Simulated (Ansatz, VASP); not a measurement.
**Sr in VASP and in Ansatz**

```
Sr
1.0
    -2.42500    2.42500    2.42500
     2.42500   -2.42500    2.42500
     2.42500    2.42500   -2.42500
Sr
1
Direct
  0.00000 0.00000 0.00000
```

Alike in both runs: task single point; functional PBE; k mesh 10 × 10 × 10; occupations fermi-dirac, width 0.05 eV; no spin polarisation.

|  | VASP | Ansatz |
| --- | --- | --- |
| version | VASP 6.6.1 | Ansatz 0.2.0 |
| potentials or method | VASP PAW PBE potentials, release 64 (Sr_sv), cutoff 520 eV | all-electron LAPW, scalar-relativistic |

```csv
,VASP,Ansatz,Ansatz less VASP
pressure (GPa),-0.6,-0.6,0.00
```

Ansatz ran all-electron here, and VASP with PAW potentials.
